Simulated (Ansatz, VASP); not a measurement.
**AlRu: VASP beside Ansatz**

INCAR

```
SYSTEM = AlRu
PREC     = Accurate       ! precision mode
ENCUT    = 520            ! plane-wave cutoff, eV
EDIFF    = 1E-6           ! SCF threshold, eV
ISMEAR   = 0              ! smearing method
SIGMA    = 0.15           ! smearing width, eV
LREAL    = .FALSE.        ! projectors in reciprocal space
LASPH    = .TRUE.         ! aspherical terms in the spheres
NELM     = 100            ! most SCF steps
ALGO     = Fast           ! electronic algorithm
ISIF     = 2              ! what is computed and relaxed
LWAVE    = .FALSE.        ! write WAVECAR
LCHARG   = .FALSE.        ! write CHGCAR
GGA      = CA             ! functional
NBANDS   = 16             ! bands
```

KPOINTS

```
Automatic mesh
0
G
  16 16 16
  0 0 0
```

POSCAR

```
AlRu
1.0
    2.9916000000      0.0000000000      0.0000000000
    0.0000000000      2.9916000000      0.0000000000
    0.0000000000      0.0000000000      2.9916000000
Al Ru
1 1
Direct
    0.0000000000      0.0250701966      0.0000000000
    0.5000000000      0.5000000000      0.5000000000
```

Input for Ansatz:

```yaml
crystal:
  lattice:
    - [2.9916, 0.0, 0.0]
    - [0.0, 2.9916, 0.0]
    - [0.0, 0.0, 2.9916]
  atoms:
    - { symbol: Al, position: [0.0, 0.0250701966, 0.0] }
    - { symbol: Ru, position: [0.5, 0.5, 0.5] }
basis:
  ecutwfc: 420
kpoints:
  mp_grid: { grid: [16, 16, 16] }
hamiltonian:
  xc: lda
scf:
  occupations: { method: gaussian, width: 0.15 }
output:
  forces: true
  stress: true
  eigenvalues: true
```

Change from the starting cell: all Al atoms moved +0.075 Å, as atom 1 along Cartesian [0 1 0].

Alike in both runs: task single point; functional LDA; k mesh 16 × 16 × 16; occupations gaussian, width 0.15 eV; no spin polarisation.

|  | VASP | Ansatz |
| --- | --- | --- |
| version | VASP 6.6.1 | Ansatz 0.2.0 |
| potentials or method | VASP PAW LDA potentials, release 64 (Al, Ru_pv), cutoff 520 eV | scalar-relativistic, plane waves, PAW |
| valence electrons in the cell | 17 | 19 |

Ansatz gave:

| Property | Result |
| --- | --- |
| gap on the k mesh at the Fermi level (eV) | none |
| pressure (GPa) | -7.7 |
| traceless stress, the component that is largest in VASP (GPa) | -0.26 |
| rms of the force components (eV/Å) | 0.306 |

**Question.** What did VASP give for the same quantities?

**Answer.** gap on the k mesh at the Fermi level (eV): none; pressure (GPa): -7.3; traceless stress, the component that is largest in VASP (GPa): -0.27; rms of the force components (eV/Å): 0.312.

LDA's correlation is that of Perdew and Zunger in VASP and of Perdew and Wang (1992) in Ansatz. Atom by atom the forces differ by 0.005 eV/Å (rms over components). A gap of «none» marks a metal or a gap that the smearing closes. VASP's potentials hold 17 valence electrons a cell and Ansatz's 19, so a difference there can come from the potentials and not from the codes.
